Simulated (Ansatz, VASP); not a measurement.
## One calculation of Co, two programs

The input INCAR:

```
SYSTEM = Co
ALGO = Normal
EDIFF = 1E-7
ENCUT = 520
GGA = PE
ISIF = 2
ISMEAR = -1
LASPH = .TRUE.
LCHARG = .TRUE.
LELF = .TRUE.
LREAL = .FALSE.
LVHAR = .TRUE.
LWAVE = .FALSE.
NBANDS = 16
NELM = 100
PREC = Accurate
SIGMA = 0.05
```

File KPOINTS:

```
k-points
0
G
  12 12 6
  0 0 0
```

Contents of POSCAR:

```
Co
1.0
    0.0000000000      1.7993500000      1.7993500000
    1.7993500000      0.0000000000      1.7993500000
    3.5987000000      3.5987000000      0.0000000000
Co
2
Direct
    0.0000000000      0.0000000000      0.0000000000
    0.0000000000      0.0000000000      0.5000000000
```

Input for Ansatz:

```yaml
crystal:
  lattice:
    - [0.0, 1.79935, 1.79935]
    - [1.79935, 0.0, 1.79935]
    - [3.5987, 3.5987, 0.0]
  atoms:
    - { symbol: Co, position: [0.0, 0.0, 0.0] }
    - { symbol: Co, position: [0.0, 0.0, 0.5] }
hamiltonian:
  xc: pbe
  pseudopotentials: { kind: paw }
basis:
  ecutwfc: 420
kpoints:
  mp_grid: { grid: [12, 12, 6] }
scf:
  occupations: { method: fermi_dirac, width: 0.05 }
  lower_state_search: "off"
output:
  forces: true
  stress: true
```

Alike in both runs: task single point; functional PBE; k mesh 12 × 12 × 6; occupations fermi-dirac, width 0.05 eV; no spin polarisation.

```csv
,VASP,Ansatz
version,VASP 6.6.1,Ansatz 0.2.0
potentials or method,"VASP PAW PBE potentials, release 64 (Co), cutoff 520 eV","PAW, plane waves, scalar-relativistic"
valence electrons in the cell,18,34
```

```csv
,VASP,Ansatz,Ansatz less VASP
pressure (GPa),-23.5,-23.5,+0.02
```

VASP's potentials hold 18 valence electrons a cell and Ansatz's 34, so a difference there can come from the potentials and not from the codes.
